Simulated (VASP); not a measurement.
Here is a VASP 6.6.1 calculation.

Contents of INCAR:

```
ALGO = Normal ; DIPOL = 0.5 0.5 0.351
EDIFF = 1E-6 ; ENCUT = 520
GGA = PE ; IDIPOL = 3
ISIF = 2 ; ISMEAR = 0
LASPH = T ; LCHARG = F
LDIPOL = T ; LREAL = F
LWAVE = F ; NBANDS = 42
NELM = 60 ; PREC = Accurate
SIGMA = 0.1
```

Contents of KPOINTS:

```
k-points
0
Gamma
  7 7 1
```

Contents of POSCAR:

```
CuGe4
1.0
    4.0740542205      0.0000000000      0.0000000000
    0.0000000000      4.0740542205      0.0000000000
    0.0000000000      0.0000000000     19.8557568590
Ge Cu
4 1
Direct
    0.0000000000      0.5000000000      0.2014529100
    0.0000000000      0.0000000000      0.2739958855
    0.5000000000      0.0000000000      0.3493666156
    0.5000000000      0.5000000000      0.4208228837
    0.7500000000      0.7500000000      0.5075840004
```

Potentials or basis: VASP PAW PBE potentials, release 64 (Ge_d, Cu).

Run with:

```bash
$ cat potpaw_PBE.64/Ge_d/POTCAR potpaw_PBE.64/Cu/POTCAR > POTCAR
$ mpirun -np 1 vasp_std > vasp.out
```

**Question.** Predict the band gap on the k mesh.

**Answer.** Zero (an odd number of electrons rules out a gap without spin polarisation).

**Question.** What does it give for the largest force?

**Answer.** 0.404 eV/Å.

Forces on the atoms (eV/Å):
```
Ge  -0.070  0.030 -0.117
Ge   0.125  0.119  0.192
Ge  -0.076 -0.154 -0.078
Ge  -0.383  0.025 -0.009
Cu   0.404 -0.021  0.012
```
